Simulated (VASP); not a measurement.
# CdSe (F-43m) in VASP: notebook

CdSe is run at these levels: r2SCAN; tasks: single point.

Everything below comes from runs of VASP 6.6.1. Logs are shortened: lines on timing, memory, paths and dates and some standing lists are left out, and cuts for length are marked.

## Step 1: The cell of the first run

Symmetry: F-43m, No. 216, cubic system. Conventional cell: a = 6.008 Å, b = 6.008 Å, c = 6.008 Å, α = 90.00°, β = 90.00°, γ = 90.00°. Cd (site symmetry -43m) has 4 Se at 2.60 Å within 3.4 Å. Se (site symmetry -43m) has 4 Cd at 2.60 Å within 3.4 Å.

## Step 2: Single point, r2SCAN (volume scaled by 0.94)

File POSCAR:

```
CdSe
1.0
    0.0000000000      3.0041824931      3.0041824931
    3.0041824931      0.0000000000      3.0041824931
    3.0041824931      3.0041824931      0.0000000000
Cd Se
1 1
Direct
    0.0000000000      0.0000000000      0.0000000000
    0.7500000000      0.7500000000      0.7500000000
```

File INCAR.step1:

```
SYSTEM = CdSe
PREC = Accurate
ENCUT = 520
ISMEAR = 0
SIGMA = 0.02
LREAL = .False.
LASPH = .True.
NELM = 80
NBANDS = 16
GGA = PE
ALGO = Normal
EDIFF = 1E-4
LWAVE = .True.
LCHARG = .False.
```

File INCAR.step2:

```
SYSTEM = CdSe
PREC = Accurate
ENCUT = 520
EDIFF = 1E-6
ISMEAR = 0
SIGMA = 0.02
LREAL = .False.
LASPH = .True.
NELM = 80
ALGO = Normal
ISIF = 2
LWAVE = .False.
LCHARG = .False.
METAGGA = R2SCAN
LMIXTAU = .True.
NBANDS = 16
ISTART = 1
```

File KPOINTS:

```
regular mesh
0
Gamma
  8 8 8
  0 0 0
```

Potentials or basis: VASP PAW PBE potentials, release 64 (Cd, Se).

The run is started by

```sh
> cat potpaw_PBE.64/Cd/POTCAR potpaw_PBE.64/Se/POTCAR > POTCAR
> cp INCAR.step1 INCAR
> mpirun -np 1 vasp_std > vasp.out
> cp INCAR.step2 INCAR
> mpirun -np 1 vasp_std > vasp.out
```

OUTCAR:

```text
SYSTEM = CdSe
   PREC = Accurate
   ENCUT = 520
   EDIFF = 1E-6
   ISMEAR = 0
   LREAL = .False.
   LASPH = .True.
   NELM = 80
   ISIF = 2
   METAGGA = R2SCAN
   ISTART = 1

 ion  position               nearest neighbor table
   1  0.000  0.000  0.000-   2 2.60   2 2.60   2 2.60   2 2.60
   2  0.750  0.750  0.750-   1 2.60   1 2.60   1 2.60   1 2.60

  LATTYP: Found a face centered cubic cell.
 ALAT       =     6.0083649862

  Lattice vectors:

 A1 = (   0.0000000000,   3.0041824931,   3.0041824931)
 A2 = (   3.0041824931,   0.0000000000,   3.0041824931)
 A3 = (   3.0041824931,   3.0041824931,   0.0000000000)

Analysis of symmetry for initial positions (statically):
=====================================================================
 Subroutine PRICEL returns:
 Original cell was already a primitive cell.

 Routine SETGRP: Setting up the symmetry group for a
 face centered cubic supercell.

 Subroutine GETGRP returns: Found 24 space group operations
 (whereof 24 operations were pure point group operations)
 out of a pool of 48 trial point group operations.

The static configuration has the point symmetry T_d .

Analysis of symmetry for dynamics (positions and initial velocities):
=====================================================================
 Subroutine PRICEL returns:
 Original cell was already a primitive cell.

 Routine SETGRP: Setting up the symmetry group for a
 face centered cubic supercell.

 Subroutine GETGRP returns: Found 24 space group operations
 (whereof 24 operations were pure point group operations)
 out of a pool of 48 trial point group operations.

The dynamic configuration has the point symmetry T_d .

 Subroutine INISYM returns: Found 24 space group operations
 (whereof 24 operations are pure point group operations),
 and found     1 'primitive' translations

----------------------------------------------------------------------------------------

                                     Primitive cell

  volume of cell :      54.2262

  direct lattice vectors                    reciprocal lattice vectors
     0.000000000  3.004182493  3.004182493    -0.166434629  0.166434629  0.166434629
     3.004182493  0.000000000  3.004182493     0.166434629 -0.166434629  0.166434629
     3.004182493  3.004182493  0.000000000     0.166434629  0.166434629 -0.166434629

  length of vectors
     4.248555626  4.248555626  4.248555626     0.288273234  0.288273234  0.288273234

  position of ions in fractional coordinates (direct lattice)
     0.000000000  0.000000000  0.000000000
     0.750000000  0.750000000  0.750000000

  ion indices of the primitive-cell ions
   primitive index   ion index
                 1           1
                 2           2

----------------------------------------------------------------------------------------

 KPOINTS: regular mesh

Automatic generation of k-mesh.
 Grid dimensions read from file:
 generate k-points for:    8    8    8

 Generating k-lattice:

  Cartesian coordinates                     Fractional coordinates (reciprocal lattice)
    -0.020804329  0.020804329  0.020804329     0.125000000  0.000000000  0.000000000
     0.020804329 -0.020804329  0.020804329     0.000000000  0.125000000  0.000000000
     0.020804329  0.020804329 -0.020804329     0.000000000  0.000000000  0.125000000

  Length of vectors
     0.036034154  0.036034154  0.036034154

  Shift w.r.t. Gamma in fractional coordinates (k-lattice)
     0.000000000  0.000000000  0.000000000

 Subroutine IBZKPT returns following result:
 ===========================================

 Found     29 irreducible k-points:

 Following reciprocal coordinates:
            Coordinates               Weight
  0.000000  0.000000  0.000000      1.000000
  0.125000  0.000000  0.000000      8.000000
  0.250000  0.000000  0.000000      8.000000
  0.375000  0.000000  0.000000      8.000000
  0.500000  0.000000  0.000000      4.000000
  0.125000  0.125000  0.000000      6.000000
[... 16 lines left out ...]
  0.500000  0.250000  0.125000     48.000000
 -0.375000  0.250000  0.125000     24.000000
 [... further k-points ...]
   k-points           NKPTS =     29   k-points in BZ     NKDIM =     29   number of bands    NBANDS=     16
   number of dos      NEDOS =    301   number of ions     NIONS =      2
   total plane-waves  NPLWV =  32768
   dimension x,y,z NGX =    32 NGY =   32 NGZ =   32
   dimension x,y,z NGXF=    64 NGYF=   64 NGZF=   64
   ions per type =               1   1
   NGX,Y,Z   is equivalent  to a cutoff of  12.52, 12.52, 12.52 a.u.
   NGXF,Y,Z  is equivalent  to a cutoff of  25.04, 25.04, 25.04 a.u.
 SYSTEM =  CdSe
   PREC   = accura    normal or accurate (medium, high low for compatibility)
   ISTART =      1    job   : 0-new  1-cont  2-samecut
   ICHARG =      0    charge: 1-file 2-atom 10-const
   ISPIN  =      1    spin polarized calculation?
   LNONCOLLINEAR =      F non collinear calculations
   LSORBIT =      F    spin-orbit coupling
   LASPH  =      T    aspherical Exc in radial PAW
   ENCUT  =  520.0 eV  38.22 Ry    6.18 a.u.   7.90  7.90  7.90*2*pi/ulx,y,z
   NELM   =     80;   NELMIN=  2; NELMDL=  0     # of ELM steps
   EDIFF  = 0.1E-05   stopping-criterion for ELM
   LREAL  =      F    real-space projection
[... 7 lines left out ...]
   TEBEG  =    0.0;   TEEND  =   0.0 temperature during run
   PSTRESS=    0.0 pullay stress
   NELECT =      18.0000    total number of electrons
   NUPDOWN=      -1.0000    fix difference up-down
   EMIN   =  10.00;   EMAX   =-10.00  energy-range for DOS
   EFERMI =   0.00;   METHOD = LEGACY
   ISMEAR =     0;   SIGMA  =   0.02  broadening in eV -4-tet -1-fermi 0-gaus
   EFERMI_NEDOS =   21; number of points for ismear=-14 and -15
   IALGO  =     38    algorithm
   IMIX   =      4    mixing-type and parameters
     AMIX     =   0.40;   BMIX     =  1.00
     AMIX_MAG =   1.60;   BMIX_MAG =  1.00
  volume/ion in A,a.u.               =      27.11       182.97
  Fermi-wavevector in a.u.,A,eV,Ry     =   1.133520  2.142043 17.481698  1.284869
  Thomas-Fermi vector in A             =   2.270223
   LORBIT       =      0    0 simple, 1 ext, 2 COOP (PROOUT), +10 PAW based schemes
   METAGGA = R2SCAN    functional components
   LHFCALC =     F    Hartree Fock is set to
   AEXX    =    0.0000 exact exchange contribution
   IVDW    =     0    specifies the selected vdW correction
   LEPSILON=     F    determine dielectric tensor
   LRPA    =     F    only Hartree local field effects (RPA)
 non-spin polarized calculation
 Gauss-broadening in eV      SIGMA  =   0.02
  energy-cutoff  :      520.00
  volume of cell :       54.23
 maximum number of plane-waves:      1476
   NGX = 15   NGY = 15   NGZ = 15

 number of electron      17.9999992 magnetization

 Free energy of the ion-electron system (eV)
  ---------------------------------------------------
  ext. energy  EPLUGINS =         0.00000000
  ---------------------------------------------------
  free energy    TOTEN  =       -35.87203983 eV

  energy without entropy =      -35.87203983  energy(sigma->0) =      -35.87203983

 E-fermi :   1.1049     XC(G=0):  -9.6060

 val. band max:        0.9455868732   @ k =   0.0000   0.0000   0.0000
 cond. band min:       2.1144215089   @ k =   0.0000   0.0000   0.0000
 fundamental gap:      1.1688346356
 Fermi energy:         1.1048647344

 k-point     1 :       0.0000    0.0000    0.0000
  band No.  band energies     occupation
      1     -12.2983      2.00000
      2      -7.3527      2.00000
      3      -7.3527      2.00000
      4      -7.3527      2.00000
      5      -6.9052      2.00000
      6      -6.9052      2.00000
[... 8 lines left out ...]
     15      12.6825      0.00000
     16      12.6825      0.00000

 k-point     2 :       0.1250    0.0000    0.0000
  band No.  band energies     occupation
      1     -12.2386      2.00000
      2      -7.3327      2.00000
      3      -7.3326      2.00000
      4      -7.2987      2.00000
      5      -6.9062      2.00000
      6      -6.9062      2.00000
[... 8 lines left out ...]
     15      11.8443      0.00000
     16      12.1598      0.00000

 k-point     3 :       0.2500    0.0000    0.0000
  band No.  band energies     occupation
      1     -12.0928      2.00000
      2      -7.2885      2.00000
      3      -7.2885      2.00000
      4      -7.1131      2.00000
      5      -6.9027      2.00000
      6      -6.9027      2.00000
[... 8 lines left out ...]
     15      11.6024      0.00000
     16      11.6178      0.00000

 k-point     4 :       0.3750    0.0000    0.0000
  band No.  band energies     occupation
      1     -11.9453      2.00000
      2      -7.2528      2.00000
      3      -7.2527      2.00000
      4      -6.8883      2.00000
      5      -6.8883      2.00000
      6      -6.7904      2.00000
[... 8 lines left out ...]
     15      12.6001      0.00000
     16      12.6001      0.00000

 k-point     5 :       0.5000    0.0000    0.0000
  band No.  band energies     occupation
      1     -11.8839      2.00000
      2      -7.2411      2.00000
      3      -7.2411      2.00000
      4      -6.8784      2.00000
      5      -6.8784      2.00000
      6      -6.5711      2.00000
[... 8 lines left out ...]
     15      13.8910      0.00000
     16      13.8910      0.00000

 k-point     6 :       0.1250    0.1250    0.0000
  band No.  band energies     occupation
      1     -12.2188      2.00000
      2      -7.3133      2.00000
      3      -7.3133      2.00000
      4      -7.3064      2.00000
      5      -6.9180      2.00000
      6      -6.8953      2.00000
[... 8 lines left out ...]
     15      12.7499      0.00000
     16      12.8210      0.00000

 k-point     7 :       0.2500    0.1250    0.0000
  band No.  band energies     occupation
      1     -12.1020      2.00000
      2      -7.2842      2.00000
      3      -7.2663      2.00000
      4      -7.1729      2.00000
      5      -6.9199      2.00000
      6      -6.8860      2.00000
[... 8 lines left out ...]
     15      12.5962      0.00000
     16      13.0960      0.00000

 k-point     8 :       0.3750    0.1250    0.0000
  band No.  band energies     occupation
      1     -11.9553      2.00000
      2      -7.2485      2.00000
      3      -7.2256      2.00000
      4      -6.9690      2.00000
      5      -6.8755      2.00000
      6      -6.8272      2.00000
[... 8 lines left out ...]
     15      12.6753      0.00000
     16      13.2274      0.00000

 k-point     9 :       0.5000    0.1250    0.0000
  band No.  band energies     occupation
      1     -11.8656      2.00000
      2      -7.2286      2.00000
      3      -7.2118      2.00000
      4      -6.9106      2.00000
      5      -6.8755      2.00000
      6      -6.5616      2.00000
[... 8 lines left out ...]
     15      13.2449      0.00000
     16      13.9446      0.00000
[... 172 lines left out ...]
 k-point    19 :       0.5000    0.3750    0.0000
  band No.  band energies     occupation
      1     -11.7734      2.00000
      2      -7.1361      2.00000
      3      -7.0717      2.00000
      4      -7.0392      2.00000
      5      -6.8485      2.00000
      6      -6.5097      2.00000
[... 8 lines left out ...]
     15      14.2829      0.00000
     16      15.0946      0.00000

 k-point    20 :      -0.3750    0.3750    0.0000
  band No.  band energies     occupation
      1     -11.7655      2.00000
      2      -7.1611      2.00000
      3      -7.0943      2.00000
      4      -6.9849      2.00000
      5      -6.8715      2.00000
      6      -6.3956      2.00000
[... 8 lines left out ...]
     15      13.1931      0.00000
     16      15.8684      0.00000

 k-point    21 :       0.5000    0.5000    0.0000
  band No.  band energies     occupation
      1     -11.7535      2.00000
      2      -7.1244      2.00000
      3      -7.0451      2.00000
      4      -7.0451      2.00000
      5      -6.8375      2.00000
      6      -6.4962      2.00000
[... 8 lines left out ...]
     15      14.0206      0.00000
     16      15.1129      0.00000

 k-point    22 :       0.3750    0.2500    0.1250
  band No.  band energies     occupation
      1     -11.9849      2.00000
      2      -7.2405      2.00000
      3      -7.2165      2.00000
      4      -7.0484      2.00000
      5      -6.8973      2.00000
      6      -6.8557      2.00000
[... 8 lines left out ...]
     15      13.2265      0.00000
     16      14.4820      0.00000

 k-point    23 :       0.5000    0.2500    0.1250
  band No.  band energies     occupation
      1     -11.8679      2.00000
      2      -7.2047      2.00000
      3      -7.1851      2.00000
      4      -6.9609      2.00000
      5      -6.8801      2.00000
      6      -6.6449      2.00000
[... 8 lines left out ...]
     15      13.6900      0.00000
     16      14.2897      0.00000

 k-point    24 :      -0.3750    0.2500    0.1250
  band No.  band energies     occupation
      1     -11.8196      2.00000
      2      -7.1975      2.00000
      3      -7.1707      2.00000
      4      -6.9286      2.00000
      5      -6.8869      2.00000
      6      -6.4723      2.00000
[... 8 lines left out ...]
     15      13.3218      0.00000
     16      14.3968      0.00000

 [... further k-points ...]

------------------------ aborting loop because EDIFF is reached ----------------------------------------

  FORCE on cell =-STRESS in cart. coord.  units (eV):
  Direction    XX          YY          ZZ          XY          YZ          ZX
  --------------------------------------------------------------------------------------
  -------------------------------------------------------------------------------------
  Total        1.3527403      1.3527403      1.3527403      0.0000000      0.0000000     -0.0000000
  in kB       39.9683374     39.9683374     39.9683374      0.0000000      0.0000000     -0.0000000
  external PRESSURE =      39.9683374 kB  Pullay stress =       0.0000000 kB

 VOLUME and BASIS-vectors are now :
 -----------------------------------------------------------------------------
  energy-cutoff  :      520.00
  volume of cell :       54.23
      direct lattice vectors                 reciprocal lattice vectors
     0.000000000  3.004182493  3.004182493    -0.166434629  0.166434629  0.166434629
     3.004182493  0.000000000  3.004182493     0.166434629 -0.166434629  0.166434629
     3.004182493  3.004182493  0.000000000     0.166434629  0.166434629 -0.166434629

 POSITION                                       TOTAL-FORCE (eV/Angst)
 -----------------------------------------------------------------------------------
      0.00000      0.00000      0.00000         0.000000      0.000000     -0.000000
      4.50627      4.50627      4.50627        -0.000000     -0.000000      0.000000
 -----------------------------------------------------------------------------------
    total drift:                                0.000000      0.000000      0.000000

  FREE ENERGIE OF THE ION-ELECTRON SYSTEM (eV)
  ---------------------------------------------------
  free  energy   TOTEN  =       -35.8720398318 eV

  energy  without entropy=      -35.8720398318  energy(sigma->0) =      -35.87203983
```

Run time: 2.1 min. Hardware: 1 thread of AMD EPYC 7R43 (Zen 3), shared host; peak memory 0.15 GiB.

Results:

| Property | Result |
| --- | --- |
| Free energy | -35.8720 eV |
| Pressure | 4.0 GPa |
| Band gap on the k mesh | 1.17 eV, direct |

Levels at points of the mesh, in eV from the valence-band top:
| k point | band 7 | band 8 | band 9 | band 10 | band 11 | band 12 |
| --- | --- | --- | --- | --- | --- | --- |
| (0.00, 0.00, 0.00) | 0.00 | 0.00 | 0.00 | 1.17 | 6.47 | 6.47 |
| (0.50, 0.00, 0.00) | -4.66 | -0.81 | -0.81 | 2.91 | 6.93 | 6.93 |
| (0.50, 0.50, 0.00) | -4.27 | -2.02 | -2.02 | 3.39 | 4.19 | 9.90 |

Caveat: the PAW data sets were made with another functional, which shifts forces and pressure a little.

## Step 3: Single point, r2SCAN (volume scaled by 0.97)

File POSCAR:

```
CdSe
1.0
    0.0000000000      3.0358077908      3.0358077908
    3.0358077908      0.0000000000      3.0358077908
    3.0358077908      3.0358077908      0.0000000000
Cd Se
1 1
Direct
    0.0000000000      0.0000000000      0.0000000000
    0.7500000000      0.7500000000      0.7500000000
```

File INCAR.step1:

```
  PREC = Accurate
  ENCUT = 520
  ISMEAR = 0
  SIGMA = 0.02
  LREAL = False
  LASPH = True
  NELM = 100
  NBANDS = 16
  GGA = PE
  ALGO = Normal
  EDIFF = 1E-4
  LWAVE = True
  LCHARG = False
```

File INCAR.step2:

```
  PREC = Accurate
  ENCUT = 520
  EDIFF = 1E-6
  ISMEAR = 0
  SIGMA = 0.02
  LREAL = False
  LASPH = True
  NELM = 100
  ALGO = Normal
  ISIF = 2
  LWAVE = False
  LCHARG = False
  METAGGA = R2SCAN
  LMIXTAU = True
  NBANDS = 16
  ISTART = 1
```

File KPOINTS:

```
Automatic mesh
0
Gamma
  8 8 8
```

Potentials or basis: VASP PAW PBE potentials, release 64 (Cd, Se).

The run is started by

```sh
> cat potpaw_PBE.64/Cd/POTCAR potpaw_PBE.64/Se/POTCAR > POTCAR
> cp INCAR.step1 INCAR
> mpirun -np 1 vasp_std > vasp.out
> cp INCAR.step2 INCAR
> mpirun -np 1 vasp_std > vasp.out
```

Wall time 2.3 min (1 thread of AMD EPYC 7R43 (Zen 3), shared host); peak memory 0.16 GiB.

Results (log left out):

| Quantity | Value |
| --- | --- |
| Free energy | -35.9040 eV |
| Pressure | 2.0 GPa |
| Band gap on the k mesh | 1.10 eV, direct |

Levels at points of the mesh, in eV from the valence-band top:
| k point | band 7 | band 8 | band 9 | band 10 | band 11 | band 12 |
| --- | --- | --- | --- | --- | --- | --- |
| (0.00, 0.00, 0.00) | 0.00 | 0.00 | 0.00 | 1.10 | 6.47 | 6.47 |
| (0.50, 0.00, 0.00) | -4.46 | -0.77 | -0.77 | 2.87 | 6.93 | 6.93 |
| (0.50, 0.50, 0.00) | -4.11 | -1.90 | -1.90 | 3.45 | 4.16 | 9.73 |

Caveat: the PAW data sets were made with another functional, which shifts forces and pressure a little.

[end of part 1 of 2]
